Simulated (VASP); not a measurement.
Crystal: Sn.

```
Sn
1.0
     0.00000    3.23334    3.23334
     3.23334    0.00000    3.23334
     3.23334    3.23334    0.00000
Sn
2
Cartesian
  0.0000 0.0000 0.0000
  1.6167 1.6167 1.6167
```

This isn't the form of Sn at room conditions, which is tetragonal (white tin).

* Program: VASP 6.6.1
* Task: relaxation of cell and atoms
* Functional: PBEsol
* Potentials or basis: VASP PAW PBE potentials, release 64 (Sn_d)
* Cutoff: 600 eV
* k mesh: 11 × 11 × 11
* Occupations: gaussian, width 0.02 eV
* Spin: no spin polarisation

At the start: pressure 1.5 GPa; volume 33.80 Å³/atom.

Q: How do energy, volume and symmetry change on relaxing?

A: Over 3 steps the energy falls by 5.0 meV/atom and the volume is 34.93 Å³/atom (+3.3 %); space group Fd-3m (No. 227, to 0.1 Å) before and after.

Step by step:
```tsv
step	energy change (eV)	largest force (eV/Å)	pressure (GPa)	volume (Å³)
1	0.0000	0.0000	1.47	67.61
2	-0.0088	0.0000	-0.44	70.68
3	-0.0100	0.0000	0.00	69.87
```

Final structure:
```cif
data_structure
_symmetry_space_group_name_H-M 'P 1'
_symmetry_Int_Tables_number 1
_cell_length_a 4.6231
_cell_length_b 4.6231
_cell_length_c 4.6231
_cell_angle_alpha 60.000
_cell_angle_beta 60.000
_cell_angle_gamma 60.000
_cell_volume 69.87
loop_
_atom_site_label
_atom_site_type_symbol
_atom_site_fract_x
_atom_site_fract_y
_atom_site_fract_z
_atom_site_occupancy
Sn1 Sn 0.00000 0.00000 0.00000 1
Sn2 Sn 0.25000 0.25000 0.25000 1
```

Caveat: the PAW data sets were made with another functional, which shifts forces and pressure a little.
